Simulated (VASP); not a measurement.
# CdS (P6_3mc) in VASP: further runs

CdS is run at these levels: r2SCAN; tasks: single point, relaxation of cell and atoms.

Everything below comes from runs of VASP 6.6.1. Logs are shortened: lines on timing, memory, paths and dates and some standing lists are left out, and cuts for length are marked.

## (1) The cell of the first run

The structure is hexagonal, space group P6_3mc (No. 186). The conventional cell has a = 4.165 Å, b = 4.165 Å, c = 6.767 Å, α = 90.00°, β = 90.00°, γ = 120.00°. Within 3.4 Å of Cd (site symmetry 3m) lie 4 S at 2.54 to 2.55 Å. Within 3.4 Å of S (site symmetry 3m) lie 4 Cd at 2.54 to 2.55 Å.

## (2) Single point, r2SCAN

Contents of POSCAR:

```
CdS
1.0
    4.1649064916      0.0000000000      0.0000000000
   -2.0824532458      3.6069148262      0.0000000000
    0.0000000000      0.0000000000      6.7673656824
Cd S
2 2
Direct
    0.6666666667      0.3333333333      0.5000645668
    0.3333333333      0.6666666667      0.0000645668
    0.6666666667      0.3333333333      0.8769354332
    0.3333333333      0.6666666667      0.3769354332
```

Contents of INCAR.step1:

```
SYSTEM = CdS
PREC = Accurate
ENCUT = 520
ISMEAR = 0
SIGMA = 0.02
LREAL = .False.
LASPH = .True.
NELM = 80
NBANDS = 26
GGA = PE
ALGO = Normal
EDIFF = 1E-4
LWAVE = .True.
LCHARG = .False.
```

Contents of INCAR.step2:

```
SYSTEM = CdS
PREC = Accurate
ENCUT = 520
EDIFF = 1E-6
ISMEAR = 0
SIGMA = 0.02
LREAL = .False.
LASPH = .True.
NELM = 80
ALGO = Normal
ISIF = 2
LWAVE = .False.
LCHARG = .True.
METAGGA = R2SCAN
LMIXTAU = .True.
LELF = .True.
LVHAR = .True.
NBANDS = 26
ISTART = 1
```

Contents of KPOINTS:

```
Automatic mesh
0
Gamma
  6 6 4
  0 0 0
```

Potentials or basis: VASP PAW PBE potentials, release 64 (Cd, S).

Started as:

```bash
> cat potpaw_PBE.64/Cd/POTCAR potpaw_PBE.64/S/POTCAR > POTCAR
> cp INCAR.step1 INCAR
> mpirun -np 1 vasp_std > vasp.out
> cp INCAR.step2 INCAR
> mpirun -np 1 vasp_std > vasp.out
```

OUTCAR:

```text
SYSTEM = CdS
   PREC = Accurate
   ENCUT = 520
   EDIFF = 1E-6
   ISMEAR = 0
   LREAL = .False.
   LASPH = .True.
   NELM = 80
   ISIF = 2
   METAGGA = R2SCAN
   ISTART = 1

 ion  position               nearest neighbor table
   1  0.667  0.333  0.500-   4 2.54   4 2.54   4 2.54   3 2.55
   2  0.333  0.667  0.000-   3 2.54   3 2.54   3 2.54   4 2.55
   3  0.667  0.333  0.877-   2 2.54   2 2.54   2 2.54   1 2.55
   4  0.333  0.667  0.377-   1 2.54   1 2.54   1 2.54   2 2.55

  LATTYP: Found a hexagonal cell.
 ALAT       =     4.1649064916
 C/A-ratio  =     1.6248541704

  Lattice vectors:

 A1 = (   4.1649064916,   0.0000000000,   0.0000000000)
 A2 = (  -2.0824532458,   3.6069148262,   0.0000000000)
 A3 = (   0.0000000000,   0.0000000000,   6.7673656824)

Analysis of symmetry for initial positions (statically):
=====================================================================
 Subroutine PRICEL returns:
 Original cell was already a primitive cell.

 Routine SETGRP: Setting up the symmetry group for a
 hexagonal supercell.

 Subroutine GETGRP returns: Found 12 space group operations
 (whereof  6 operations were pure point group operations)
 out of a pool of 24 trial point group operations.

The static configuration has the point symmetry C_3v.
 The point group associated with its full space group is C_6v.

Analysis of symmetry for dynamics (positions and initial velocities):
=====================================================================
 Subroutine PRICEL returns:
 Original cell was already a primitive cell.

 Routine SETGRP: Setting up the symmetry group for a
 hexagonal supercell.

 Subroutine GETGRP returns: Found 12 space group operations
 (whereof  6 operations were pure point group operations)
 out of a pool of 24 trial point group operations.

The dynamic configuration has the point symmetry C_3v.
 The point group associated with its full space group is C_6v.

 Subroutine INISYM returns: Found 12 space group operations
 (whereof  6 operations are pure point group operations),
 and found     1 'primitive' translations

----------------------------------------------------------------------------------------

                                     Primitive cell

  volume of cell :     101.6625

  direct lattice vectors                    reciprocal lattice vectors
     4.164906492  0.000000000  0.000000000     0.240101429  0.138622625  0.000000000
    -2.082453246  3.606914826  0.000000000     0.000000000  0.277245249  0.000000000
     0.000000000  0.000000000  6.767365682     0.000000000  0.000000000  0.147767986

  length of vectors
     4.164906492  4.164906492  6.767365682     0.277245249  0.277245249  0.147767986

  position of ions in fractional coordinates (direct lattice)
     0.666666667  0.333333333  0.500064567
     0.333333333  0.666666667  0.000064567
     0.666666667  0.333333333  0.876935433
     0.333333333  0.666666667  0.376935433

  ion indices of the primitive-cell ions
   primitive index   ion index
                 1           1
                 2           2
                 3           3
                 4           4

----------------------------------------------------------------------------------------

 KPOINTS: Automatic mesh

Automatic generation of k-mesh.
 Grid dimensions read from file:
 generate k-points for:    6    6    4

 Generating k-lattice:

  Cartesian coordinates                     Fractional coordinates (reciprocal lattice)
     0.040016905  0.023103771  0.000000000     0.166666667  0.000000000  0.000000000
     0.000000000  0.046207542  0.000000000     0.000000000  0.166666667  0.000000000
     0.000000000  0.000000000  0.036941997     0.000000000  0.000000000  0.250000000

  Length of vectors
     0.046207542  0.046207542  0.036941997

  Shift w.r.t. Gamma in fractional coordinates (k-lattice)
     0.000000000  0.000000000  0.000000000

 Subroutine IBZKPT returns following result:
 ===========================================

 Found     21 irreducible k-points:

 Following reciprocal coordinates:
            Coordinates               Weight
  0.000000  0.000000  0.000000      1.000000
  0.166667  0.000000  0.000000      6.000000
  0.333333  0.000000  0.000000      6.000000
  0.500000  0.000000  0.000000      3.000000
  0.166667  0.166667  0.000000      6.000000
  0.333333  0.166667  0.000000     12.000000
[... 13 lines left out ...]
  0.333333  0.166667  0.500000     12.000000
  0.333333  0.333333  0.500000      2.000000
   k-points           NKPTS =     21   k-points in BZ     NKDIM =     21   number of bands    NBANDS=     26
   number of dos      NEDOS =    301   number of ions     NIONS =      4
   total plane-waves  NPLWV =  51200
   dimension x,y,z NGX =    32 NGY =   32 NGZ =   50
   dimension x,y,z NGXF=    64 NGYF=   64 NGZF=  100
   ions per type =               2   2
   NGX,Y,Z   is equivalent  to a cutoff of  12.77, 12.77, 12.28 a.u.
   NGXF,Y,Z  is equivalent  to a cutoff of  25.55, 25.55, 24.57 a.u.
 SYSTEM =  CdS
   PREC   = accura    normal or accurate (medium, high low for compatibility)
   ISTART =      1    job   : 0-new  1-cont  2-samecut
   ICHARG =      0    charge: 1-file 2-atom 10-const
   ISPIN  =      1    spin polarized calculation?
   LNONCOLLINEAR =      F non collinear calculations
   LSORBIT =      F    spin-orbit coupling
   LASPH  =      T    aspherical Exc in radial PAW
   ENCUT  =  520.0 eV  38.22 Ry    6.18 a.u.   7.74  7.74 12.58*2*pi/ulx,y,z
   NELM   =     80;   NELMIN=  2; NELMDL=  0     # of ELM steps
   EDIFF  = 0.1E-05   stopping-criterion for ELM
   LREAL  =      F    real-space projection
   EDIFFG = 0.1E-04   stopping-criterion for IOM
   NSW    =      0    number of steps for IOM
   IBRION =     -1    ionic relax: 0-MD 1-quasi-New 2-CG
   NFREE  =      0    steps in history (QN), initial steepest desc. (CG)
   ISIF   =      2    stress and relaxation
   ISYM   =      2    0-nonsym 1-usesym 2-fastsym
   POTIM  = 0.5000    time-step for ionic-motion
   TEBEG  =    0.0;   TEEND  =   0.0 temperature during run
   PSTRESS=    0.0 pullay stress
   NELECT =      36.0000    total number of electrons
   NUPDOWN=      -1.0000    fix difference up-down
   EMIN   =  10.00;   EMAX   =-10.00  energy-range for DOS
   EFERMI =   0.00;   METHOD = LEGACY
   ISMEAR =     0;   SIGMA  =   0.02  broadening in eV -4-tet -1-fermi 0-gaus
   EFERMI_NEDOS =   21; number of points for ismear=-14 and -15
   IALGO  =     38    algorithm
   IMIX   =      4    mixing-type and parameters
     AMIX     =   0.40;   BMIX     =  1.00
     AMIX_MAG =   1.60;   BMIX_MAG =  1.00
  volume/ion in A,a.u.               =      25.42       171.51
  Fermi-wavevector in a.u.,A,eV,Ry     =   1.158214  2.188707 18.251661  1.341459
  Thomas-Fermi vector in A             =   2.294818
   LORBIT       =      0    0 simple, 1 ext, 2 COOP (PROOUT), +10 PAW based schemes
   METAGGA = R2SCAN    functional components
   LHFCALC =     F    Hartree Fock is set to
   AEXX    =    0.0000 exact exchange contribution
   IVDW    =     0    specifies the selected vdW correction
   LEPSILON=     F    determine dielectric tensor
   LRPA    =     F    only Hartree local field effects (RPA)
 non-spin polarized calculation
 Gauss-broadening in eV      SIGMA  =   0.02
  energy-cutoff  :      520.00
  volume of cell :      101.66
 maximum number of plane-waves:      2786
 NGX is ok and might be reduce to    32
   NGX = 15   NGY = 15   NGZ = 25

 number of electron      35.9999996 magnetization

 Free energy of the ion-electron system (eV)
  ---------------------------------------------------
  ext. energy  EPLUGINS =         0.00000000
  ---------------------------------------------------
  free energy    TOTEN  =       -59.38092090 eV

  energy without entropy =      -59.38092090  energy(sigma->0) =      -59.38092090

 E-fermi :   0.9732     XC(G=0):  -9.6070

 val. band max:        0.8417195043   @ k =   0.0000   0.0000   0.0000
 cond. band min:       2.4669686867   @ k =   0.0000   0.0000   0.0000
 fundamental gap:      1.6252491824
 Fermi energy:         0.9731920285

 k-point     1 :       0.0000    0.0000    0.0000
  band No.  band energies     occupation
      1     -11.8848      2.00000
      2     -11.4713      2.00000
      3      -7.0181      2.00000
      4      -7.0128      2.00000
      5      -7.0127      2.00000
      6      -6.9264      2.00000
[... 18 lines left out ...]
     25       8.9621      0.00000
     26       8.9621      0.00000

 k-point     2 :       0.1667    0.0000    0.0000
  band No.  band energies     occupation
      1     -11.7939      2.00000
      2     -11.4323      2.00000
      3      -6.9873      2.00000
      4      -6.9753      2.00000
      5      -6.9353      2.00000
      6      -6.8773      2.00000
[... 18 lines left out ...]
     25       8.8708      0.00000
     26       9.5487      0.00000

 k-point     3 :       0.3333    0.0000    0.0000
  band No.  band energies     occupation
      1     -11.5976      2.00000
      2     -11.3671      2.00000
      3      -6.9327      2.00000
      4      -6.9164      2.00000
      5      -6.7870      2.00000
      6      -6.7663      2.00000
[... 18 lines left out ...]
     25       9.5957      0.00000
     26      10.2674      0.00000

 k-point     4 :       0.5000    0.0000    0.0000
  band No.  band energies     occupation
      1     -11.4816      2.00000
      2     -11.3521      2.00000
      3      -6.9155      2.00000
      4      -6.8973      2.00000
      5      -6.7157      2.00000
      6      -6.7000      2.00000
[... 18 lines left out ...]
     25       9.6978      0.00000
     26      11.5733      0.00000

 k-point     5 :       0.1667    0.1667    0.0000
  band No.  band energies     occupation
      1     -11.6496      2.00000
      2     -11.3810      2.00000
      3      -6.9392      2.00000
      4      -6.9303      2.00000
      5      -6.8148      2.00000
      6      -6.8126      2.00000
[... 18 lines left out ...]
     25       9.4651      0.00000
     26       9.9692      0.00000

 k-point     6 :       0.3333    0.1667    0.0000
  band No.  band energies     occupation
      1     -11.4831      2.00000
      2     -11.3526      2.00000
      3      -6.9259      2.00000
      4      -6.8709      2.00000
      5      -6.7377      2.00000
      6      -6.7223      2.00000
[... 340 lines left out ...]
 k-point    18 :       0.5000    0.0000    0.5000
  band No.  band energies     occupation
      1     -11.4073      2.00000
      2     -11.4073      2.00000
      3      -6.8778      2.00000
      4      -6.8778      2.00000
      5      -6.8025      2.00000
      6      -6.8025      2.00000
[... 18 lines left out ...]
     25       9.7868      0.00000
     26       9.7868      0.00000

 k-point    19 :       0.1667    0.1667    0.5000
  band No.  band energies     occupation
      1     -11.5074      2.00000
      2     -11.5074      2.00000
      3      -6.8859      2.00000
      4      -6.8859      2.00000
      5      -6.8586      2.00000
      6      -6.8586      2.00000
[... 18 lines left out ...]
     25       9.3534      0.00000
     26       9.3534      0.00000

 k-point    20 :       0.3333    0.1667    0.5000
  band No.  band energies     occupation
      1     -11.4082      2.00000
      2     -11.4082      2.00000
      3      -6.8549      2.00000
      4      -6.8549      2.00000
      5      -6.8102      2.00000
      6      -6.8102      2.00000
[... 18 lines left out ...]
     25       9.8211      0.00000
     26       9.8211      0.00000

 k-point    21 :       0.3333    0.3333    0.5000
  band No.  band energies     occupation
      1     -11.3762      2.00000
      2     -11.3762      2.00000
      3      -6.8251      2.00000
      4      -6.8251      2.00000
      5      -6.8085      2.00000
      6      -6.8085      2.00000
[... 18 lines left out ...]
     25      10.6078      0.00000
     26      10.6078      0.00000

------------------------ aborting loop because EDIFF is reached ----------------------------------------

  FORCE on cell =-STRESS in cart. coord.  units (eV):
  Direction    XX          YY          ZZ          XY          YZ          ZX
  --------------------------------------------------------------------------------------
  -------------------------------------------------------------------------------------
  Total        0.1733711      0.1733711      0.1788946      0.0000000      0.0000000      0.0000000
  in kB        2.7322879      2.7322879      2.8193371      0.0000000      0.0000000      0.0000000
  external PRESSURE =       2.7613043 kB  Pullay stress =       0.0000000 kB

 VOLUME and BASIS-vectors are now :
 -----------------------------------------------------------------------------
  energy-cutoff  :      520.00
  volume of cell :      101.66
      direct lattice vectors                 reciprocal lattice vectors
     4.164906492  0.000000000  0.000000000     0.240101429  0.138622625  0.000000000
    -2.082453246  3.606914826  0.000000000     0.000000000  0.277245249  0.000000000
     0.000000000  0.000000000  6.767365682     0.000000000  0.000000000  0.147767986

 POSITION                                       TOTAL-FORCE (eV/Angst)
 -----------------------------------------------------------------------------------
      2.08245      1.20230      3.38412         0.000000      0.000000     -0.001266
     -0.00000      2.40461      0.00044        -0.000000     -0.000000     -0.001266
      2.08245      1.20230      5.93454        -0.000000     -0.000000      0.001266
     -0.00000      2.40461      2.55086        -0.000000      0.000000      0.001266
 -----------------------------------------------------------------------------------
    total drift:                               -0.000000      0.000000     -0.005057

  FREE ENERGIE OF THE ION-ELECTRON SYSTEM (eV)
  ---------------------------------------------------
  free  energy   TOTEN  =       -59.3809208961 eV

  energy  without entropy=      -59.3809208961  energy(sigma->0) =      -59.38092090
```

It took 4.6 min on 1 thread of Intel Xeon 8259CL, shared host; peak memory 0.25 GiB.

What came out:

```
Free energy            : -59.3809 eV
Pressure               : 0.3 GPa
Band gap on the k mesh : 1.63 eV
```

Caveat: the PAW data sets were made with another functional, which shifts forces and pressure a little.

(Continued in part 2 of 2.)
